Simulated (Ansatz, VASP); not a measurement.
**ZrTi: VASP beside Ansatz**

File INCAR:

```
PREC = Accurate
ENCUT = 520
EDIFF = 1E-6
ISMEAR = -1
SIGMA = 0.1
LREAL = False
LASPH = True
NELM = 80
ALGO = Normal
ISIF = 2
LWAVE = False
LCHARG = True
GGA = CA
LELF = True
LVHAR = True
NBANDS = 19
```

Contents of KPOINTS:

```
regular mesh
0
Gamma
  7 7 6
```

Contents of POSCAR:

```
ZrTi
1.0
    3.0591801475      0.0000000000      0.0000000000
    0.0000000000      3.0591801475      0.0000000000
    0.0000000000      0.0000000000      4.1266026931
Zr Ti
1 1
Direct
    0.5000000000      0.5000000000      0.5000000000
    0.0000000000      0.0000000000      0.0000000000
```

Input for Ansatz:

```yaml
crystal:
  lattice:
    - [3.059180147501518, 0.0, 0.0]
    - [0.0, 3.059180147501518, 0.0]
    - [0.0, 0.0, 4.126602693140027]
  atoms:
    - { symbol: Zr, position: [0.5, 0.5, 0.5] }
    - { symbol: Ti, position: [0.0, 0.0, 0.0] }
basis:
  ecutwfc: 462.593566181796
kpoints:
  mp_grid:
    grid: [7, 7, 6]
hamiltonian:
  xc: lda
  pseudopotentials:
    kind: paw
scf:
  occupations:
    method: fermi_dirac
    width: 0.1
output:
  stress: true
```

Alike in both runs: task single point; functional LDA; k mesh 7 × 7 × 6; occupations fermi-dirac, width 0.1 eV; no spin polarisation.

|  | VASP | Ansatz |
| --- | --- | --- |
| version | VASP 6.6.1 | Ansatz 0.2.0 |
| potentials or method | VASP PAW LDA potentials, release 64 (Zr_sv, Ti_sv), cutoff 520 eV | plane waves, PAW |
| valence electrons in the cell | 24 | 24 |

|  | VASP | Ansatz | Ansatz less VASP |
| --- | --- | --- | --- |
| pressure (GPa) | -2.4 | -2.4 | -0.04 |
| traceless stress, the component that is largest in VASP (GPa) | -0.71 | -0.69 | +0.025 |

LDA's correlation is that of Perdew and Zunger in VASP and of Perdew and Wang (1992) in Ansatz.
